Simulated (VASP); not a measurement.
# Zn (P6_3/mmc) in VASP: single point with PBE

Aim: the single point of Zn with PBE.

All numbers are computed with VASP 6.6.1; they aren't measurements. Logs are shortened: lines on timing, memory, paths and dates and some standing lists are left out, and cuts for length are marked.

### 1 The cell of the first run

It takes space group P6_3/mmc (No. 194, hexagonal). Conventional cell: a = 2.633 Å, b = 2.633 Å, c = 5.108 Å, α = 90.00°, β = 90.00°, γ = 120.00°. Within 3.5 Å of Zn (site symmetry -6m2) lie 12 Zn at 2.63 to 2.97 Å.

### 2 Single point, PBE

File INCAR:

```
SYSTEM = Zn
PREC = Accurate
ENCUT = 520
EDIFF = 1E-6
ISMEAR = 0
SIGMA = 0.1
LREAL = .FALSE.
LASPH = .TRUE.
NELM = 100
ALGO = Fast
ISIF = 2
LWAVE = .FALSE.
LCHARG = .TRUE.
GGA = PE
LELF = .TRUE.
LVHAR = .TRUE.
ISYM = 0
NBANDS = 19
```

File KPOINTS:

```
regular mesh
0
G
  13 6 16
  0 0 0
```

File POSCAR:

```
Zn
1.0
    2.6333229284      0.0000000000      0.0000000000
   -1.3166614642      5.5941897937      0.0000000000
    1.3166614642      0.9296774735      2.0824245554
Zn
2
Direct
    0.0833333333      0.7500000000      0.5833333333
    0.9166666667      0.2500000000      0.4166666667
```

Potentials or basis: VASP PAW PBE potentials, release 64 (Zn).

The run is started by

```sh
> cat potpaw_PBE.64/Zn/POTCAR > POTCAR
> mpirun -np 1 vasp_std > vasp.out
```

OUTCAR:

```text
SYSTEM = Zn
   PREC = Accurate
   ENCUT = 520
   EDIFF = 1E-6
   ISMEAR = 0
   LREAL = .FALSE.
   LASPH = .TRUE.
   NELM = 100
   ISIF = 2
   GGA = PE
   ISYM = 0

 ion  position               nearest neighbor table
   1  0.083  0.750  0.583-   2 2.97   2 2.97   2 2.97   2 2.97   2 2.97   2 2.97
   2  0.917  0.250  0.417-   1 2.97   1 2.97   1 2.97   1 2.97   1 2.97   1 2.97

IMPORTANT INFORMATION: All symmetrisations will be switched off!
NOSYMM: (Re-)initialisation of all symmetry stuff for point group C_1.

----------------------------------------------------------------------------------------

                                     Primitive cell

  volume of cell :      30.6768

  direct lattice vectors                    reciprocal lattice vectors
     2.633322928  0.000000000  0.000000000     0.379748336  0.089378448 -0.280006845
    -1.316661464  5.594189794  0.000000000     0.000000000  0.178756895 -0.079804216
     1.316661464  0.929677473  2.082424555     0.000000000  0.000000000  0.480209474

  length of vectors
     2.633322928  5.747047665  2.633322928     0.480209474  0.195761949  0.480209474

  position of ions in fractional coordinates (direct lattice)
     0.083333333  0.750000000  0.583333333
     0.916666667  0.250000000  0.416666667

  ion indices of the primitive-cell ions
   primitive index   ion index
                 1           1
                 2           2

----------------------------------------------------------------------------------------

 KPOINTS: regular mesh

Automatic generation of k-mesh.
 Grid dimensions read from file:
 generate k-points for:   13    6   16

 Generating k-lattice:

  Cartesian coordinates                     Fractional coordinates (reciprocal lattice)
     0.029211410  0.006875265 -0.021538988     0.076923077  0.000000000  0.000000000
     0.000000000  0.029792816 -0.013300703     0.000000000  0.166666667  0.000000000
     0.000000000  0.000000000  0.030013092     0.000000000  0.000000000  0.062500000

  Length of vectors
     0.036939190  0.032626991  0.030013092

  Shift w.r.t. Gamma in fractional coordinates (k-lattice)
     0.000000000  0.000000000  0.000000000

 -----------------------------------------------------------------------------
|                                                                             |
|           W    W    AA    RRRRR   N    N  II  N    N   GGGG   !!!           |
|           W    W   A  A   R    R  NN   N  II  NN   N  G    G  !!!           |
|           W    W  A    A  R    R  N N  N  II  N N  N  G       !!!           |
|           W WW W  AAAAAA  RRRRR   N  N N  II  N  N N  G  GGG   !            |
|           WW  WW  A    A  R   R   N   NN  II  N   NN  G    G                |
|           W    W  A    A  R    R  N    N  II  N    N   GGGG   !!!           |
|                                                                             |
|     Your reciprocal lattice and k-lattice belong to different lattice       |
|     classes:                                                                |
|                                                                             |
|        The reciprocal lattice is hexagonal,                                 |
|        whereas your k-lattice is triclinic.                                 |
|                                                                             |
|     Results are often still useful ...                                      |
|                                                                             |
 -----------------------------------------------------------------------------

 WARNING: IBZKPT: internal override: KBLOWUP is changed to .FALSE.
      ... skipping the blow-up phase ...

 Subroutine IBZKPT returns following result:
 ===========================================

 Found    626 irreducible k-points:

 Following reciprocal coordinates:
            Coordinates               Weight
  0.000000  0.000000  0.000000      1.000000
  0.076923  0.000000 -0.000000      2.000000
  0.153846  0.000000  0.000000      2.000000
  0.230769  0.000000 -0.000000      2.000000
  0.307692  0.000000  0.000000      2.000000
  0.384615  0.000000 -0.000000      2.000000
[... 16 lines left out ...]
  0.153846  0.333333 -0.000000      2.000000
  0.230769  0.333333 -0.000000      2.000000
 [... further k-points ...]
   k-points           NKPTS =    626   k-points in BZ     NKDIM =    626   number of bands    NBANDS=     19
   number of dos      NEDOS =    301   number of ions     NIONS =      2
   total plane-waves  NPLWV =  19200
   dimension x,y,z NGX =    20 NGY =   48 NGZ =   20
   dimension x,y,z NGXF=    40 NGYF=   96 NGZF=   40
   ions per type =               2
   NGX,Y,Z   is equivalent  to a cutoff of  12.63, 13.89, 12.63 a.u.
   NGXF,Y,Z  is equivalent  to a cutoff of  25.25, 27.77, 25.25 a.u.
 SYSTEM =  Zn
   PREC   = accura    normal or accurate (medium, high low for compatibility)
   ISTART =      0    job   : 0-new  1-cont  2-samecut
   ICHARG =      2    charge: 1-file 2-atom 10-const
   ISPIN  =      1    spin polarized calculation?
   LNONCOLLINEAR =      F non collinear calculations
   LSORBIT =      F    spin-orbit coupling
   LASPH  =      T    aspherical Exc in radial PAW
   ENCUT  =  520.0 eV  38.22 Ry    6.18 a.u.   4.90 10.69  4.90*2*pi/ulx,y,z
   NELM   =    100;   NELMIN=  2; NELMDL= -5     # of ELM steps
   EDIFF  = 0.1E-05   stopping-criterion for ELM
   LREAL  =      F    real-space projection
   EDIFFG = 0.1E-04   stopping-criterion for IOM
   NSW    =      0    number of steps for IOM
   IBRION =     -1    ionic relax: 0-MD 1-quasi-New 2-CG
   NFREE  =      0    steps in history (QN), initial steepest desc. (CG)
   ISIF   =      2    stress and relaxation
   ISYM   =      0    0-nonsym 1-usesym 2-fastsym
   POTIM  = 0.5000    time-step for ionic-motion
   TEBEG  =    0.0;   TEEND  =   0.0 temperature during run
   PSTRESS=    0.0 pullay stress
   NELECT =      24.0000    total number of electrons
   NUPDOWN=      -1.0000    fix difference up-down
   EMIN   =  10.00;   EMAX   =-10.00  energy-range for DOS
   EFERMI =   0.00;   METHOD = LEGACY
   ISMEAR =     0;   SIGMA  =   0.10  broadening in eV -4-tet -1-fermi 0-gaus
   EFERMI_NEDOS =   21; number of points for ismear=-14 and -15
   IALGO  =     68    algorithm
   IMIX   =      4    mixing-type and parameters
     AMIX     =   0.40;   BMIX     =  1.00
     AMIX_MAG =   1.60;   BMIX_MAG =  1.00
  volume/ion in A,a.u.               =      15.34       103.51
  Fermi-wavevector in a.u.,A,eV,Ry     =   1.508487  2.850628 30.960527  2.275535
  Thomas-Fermi vector in A             =   2.618935
   LORBIT       =      0    0 simple, 1 ext, 2 COOP (PROOUT), +10 PAW based schemes
   GGA     = PE    functional components
   LHFCALC =     F    Hartree Fock is set to
   AEXX    =    0.0000 exact exchange contribution
   IVDW    =     0    specifies the selected vdW correction
   LEPSILON=     F    determine dielectric tensor
   LRPA    =     F    only Hartree local field effects (RPA)
 non-spin polarized calculation
 RMM-DIIS sequential band-by-band and
 Gauss-broadening in eV      SIGMA  =   0.10
  energy-cutoff  :      520.00
  volume of cell :       30.68
 maximum number of plane-waves:       845
   NGX =  9   NGY = 21   NGZ =  9

 number of electron      23.9999997 magnetization

 Free energy of the ion-electron system (eV)
  ---------------------------------------------------
  ext. energy  EPLUGINS =         0.00000000
  ---------------------------------------------------
  free energy    TOTEN  =        -2.21540064 eV

  energy without entropy =       -2.21271255  energy(sigma->0) =       -2.21405659

 E-fermi :   2.9148     XC(G=0): -11.4957

 val. band max:        2.9125423530   @ k =  -0.2308   0.3333   0.4375
 cond. band min:       2.9183045133   @ k =   0.2308   0.1667   0.3125
 fundamental gap:      0.0057621603
 Fermi energy:         2.9148269497

 k-point     1 :       0.0000    0.0000    0.0000
  band No.  band energies     occupation
      1      -7.3020      2.00000
      2      -5.6296      2.00000
      3      -4.9174      2.00000
      4      -4.6425      2.00000
      5      -4.6424      2.00000
      6      -4.6032      2.00000
[... 11 lines left out ...]
     18      22.7796      0.00000
     19      22.8271      0.00000

 k-point     2 :       0.0769    0.0000   -0.0000
  band No.  band energies     occupation
      1      -7.0890      2.00000
      2      -5.5493      2.00000
      3      -4.8940      2.00000
      4      -4.6636      2.00000
      5      -4.6248      2.00000
      6      -4.5995      2.00000
[... 11 lines left out ...]
     18      21.4803      0.00000
     19      23.0836      0.00000

 k-point     3 :       0.1538    0.0000    0.0000
  band No.  band energies     occupation
      1      -6.4732      2.00000
      2      -5.3436      2.00000
      3      -4.8462      2.00000
      4      -4.7136      2.00000
      5      -4.6543      2.00000
      6      -4.4799      2.00000
[... 11 lines left out ...]
     18      20.2654      0.00000
     19      21.9104      0.00000

 k-point     4 :       0.2308    0.0000   -0.0000
  band No.  band energies     occupation
      1      -5.6387      2.00000
      2      -5.1779      2.00000
      3      -4.8193      2.00000
      4      -4.7614      2.00000
      5      -4.6511      2.00000
      6      -4.5096      2.00000
[... 11 lines left out ...]
     18      19.4767      0.00000
     19      19.9878      0.00000

 k-point     5 :       0.3077    0.0000    0.0000
  band No.  band energies     occupation
      1      -5.3097      2.00000
      2      -5.2112      2.00000
      3      -4.9281      2.00000
      4      -4.8558      2.00000
      5      -4.4550      2.00000
      6      -4.3186      2.00000
[... 11 lines left out ...]
     18      18.1424      0.00000
     19      18.1934      0.00000

 k-point     6 :       0.3846    0.0000   -0.0000
  band No.  band energies     occupation
      1      -5.3353      2.00000
      2      -5.3076      2.00000
      3      -5.0222      2.00000
      4      -4.9556      2.00000
      5      -4.3136      2.00000
      6      -4.2594      2.00000
[... 11 lines left out ...]
     18      16.7084      0.00000
     19      16.8781      0.00000

 k-point     7 :       0.4615    0.0000   -0.0000
  band No.  band energies     occupation
      1      -5.3737      2.00000
      2      -5.3691      2.00000
      3      -5.0564      2.00000
      4      -5.0313      2.00000
      5      -4.2890      2.00000
      6      -4.2471      2.00000
[... 11 lines left out ...]
     18      15.7322      0.00000
     19      16.1480      0.00000

 k-point     8 :       0.0000    0.1667   -0.0000
  band No.  band energies     occupation
      1      -7.1499      2.00000
      2      -5.6548      2.00000
      3      -4.9065      2.00000
      4      -4.6428      2.00000
      5      -4.6426      2.00000
      6      -4.6082      2.00000
[... 256 lines left out ...]
 k-point    20 :      -0.0769    0.1667    0.0000
  band No.  band energies     occupation
      1      -7.0774      2.00000
      2      -5.5506      2.00000
      3      -4.8935      2.00000
      4      -4.6638      2.00000
      5      -4.6253      2.00000
      6      -4.5996      2.00000
[... 11 lines left out ...]
     18      21.4947      0.00000
     19      22.9902      0.00000

 k-point    21 :       0.0000    0.3333    0.0000
  band No.  band energies     occupation
      1      -6.7218      2.00000
      2      -5.7800      2.00000
      3      -4.8436      2.00000
      4      -4.6409      2.00000
      5      -4.6408      2.00000
      6      -4.6204      2.00000
[... 11 lines left out ...]
     18      22.8634      0.00000
     19      22.9537      0.00000

 k-point    22 :       0.0769    0.3333    0.0000
  band No.  band energies     occupation
      1      -6.2950      2.00000
      2      -5.7830      2.00000
      3      -4.7724      2.00000
      4      -4.6617      2.00000
      5      -4.6528      2.00000
      6      -4.5963      2.00000
[... 11 lines left out ...]
     18      21.8071      0.00000
     19      22.0645      0.00000

 k-point    23 :       0.1538    0.3333   -0.0000
  band No.  band energies     occupation
      1      -5.6330      2.00000
      2      -5.5766      2.00000
      3      -4.7653      2.00000
      4      -4.7546      2.00000
      5      -4.6638      2.00000
      6      -4.6477      2.00000
[... 11 lines left out ...]
     18      19.6069      0.00000
     19      21.3000      0.00000

 k-point    24 :       0.2308    0.3333   -0.0000
  band No.  band energies     occupation
      1      -5.3231      2.00000
      2      -5.2096      2.00000
      3      -4.8527      2.00000
      4      -4.8366      2.00000
      5      -4.5868      2.00000
      6      -4.5504      2.00000
[... 11 lines left out ...]
     18      18.4118      0.00000
     19      20.1265      0.00000

 [... further k-points ...]

------------------------ aborting loop because EDIFF is reached ----------------------------------------

  FORCE on cell =-STRESS in cart. coord.  units (eV):
  Direction    XX          YY          ZZ          XY          YZ          ZX
  --------------------------------------------------------------------------------------
  -------------------------------------------------------------------------------------
  Total        0.3436757     -0.0308499      0.1752650     -0.0034892      0.1665757      0.0587429
  in kB       17.9493553     -1.6112163      9.1536663     -0.1822332      8.6998494      3.0679986
  external PRESSURE =       8.4972684 kB  Pullay stress =       0.0000000 kB

 VOLUME and BASIS-vectors are now :
 -----------------------------------------------------------------------------
  energy-cutoff  :      520.00
  volume of cell :       30.68
      direct lattice vectors                 reciprocal lattice vectors
     2.633322928  0.000000000  0.000000000     0.379748336  0.089378448 -0.280006845
    -1.316661464  5.594189794  0.000000000     0.000000000  0.178756895 -0.079804216
     1.316661464  0.929677473  2.082424555     0.000000000  0.000000000  0.480209474

 POSITION                                       TOTAL-FORCE (eV/Angst)
 -----------------------------------------------------------------------------------
     -0.00000      4.73795      1.21475         0.002031      0.000514      0.001262
      2.63332      1.78591      0.86768        -0.002031     -0.000514     -0.001262
 -----------------------------------------------------------------------------------
    total drift:                                0.000001      0.000000      0.000000

  FREE ENERGIE OF THE ION-ELECTRON SYSTEM (eV)
  ---------------------------------------------------
  free  energy   TOTEN  =        -2.2154006355 eV

  energy  without entropy=       -2.2127125490  energy(sigma->0) =       -2.21405659
```

Run time: 6.8 min. Hardware: 1 thread of AMD EPYC 7R43 (Zen 3), shared host; peak memory 0.34 GiB.

Results:

| Property | Result |
| --- | --- |
| Free energy | -2.2154 eV |
| Pressure | 0.8 GPa |
| Band gap on the k mesh | zero (bands 12 and 13 overlap by 4.99 eV) |

Forces in eV/Å, atoms in the order of the input:
```
Zn   0.002  0.001  0.001
Zn  -0.002 -0.001 -0.001
```

Stress tensor (GPa, compression positive):
```
 1.79 -0.02  0.31
-0.02 -0.16  0.87
 0.31  0.87  0.92
```
